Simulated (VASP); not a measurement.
Here is a VASP 6.6.1 calculation.

File INCAR:

```
ALGO = Normal
EDIFF = 1E-6
EDIFFG = -0.01
ENCUT = 600
GGA = PE
IBRION = 2
ISIF = 3
ISMEAR = 0
LASPH = True
LCHARG = False
LREAL = False
LWAVE = False
NELM = 100
NSW = 100
PREC = Accurate
SIGMA = 0.1
```

File KPOINTS:

```
k-points
0
Gamma
  12 12 14
```

File POSCAR:

```
Y2S
1.0
    5.0827585616      0.0000000000      0.0000000000
   -2.5413792808      4.4017980357      0.0000000000
    0.0000000000      0.0000000000      3.2487992611
Y S
2 1
Direct
    0.3333333333      0.6666666667      0.5000000000
    0.6666666667      0.3333333333      0.5000000000
    0.0000000000      0.0000000000      0.0000000000
```

Potentials or basis: VASP PAW PBE potentials, release 64 (Y_sv, S).

Launch:

```sh
$ cat potpaw_PBE.64/Y_sv/POTCAR potpaw_PBE.64/S/POTCAR > POTCAR
$ mpirun -np 1 vasp_std > vasp.out
```

Problem. Predict the space group after relaxing (to 0.05 Å).

Solution. P6/mmm (No. 191).

Problem. What does it give for the band gap on the k mesh?

Solution. Zero (band 14 reaches 5.47 eV, above the bottom of band 15 at 4.37 eV).

Problem. Estimate the relaxed volume.

Solution. 24.11 Å³/atom.

Problem. What does it give for the relaxed cell?

Solution. a = 5.082 Å, b = 5.082 Å, c = 3.235 Å, α = 90.00°, β = 90.00°, γ = 120.00°.

Final structure:
```xyz
3
Lattice="5.0815 0.0000 0.0000 -2.5408 4.4007 0.0000 0.0000 0.0000 3.2347" Properties=species:S:1:pos:R:3 pbc="T T T"
Y     0.0000    2.9338    1.6173
Y     2.5408    1.4669    1.6173
S    -2.5408    4.4007    3.2347
```
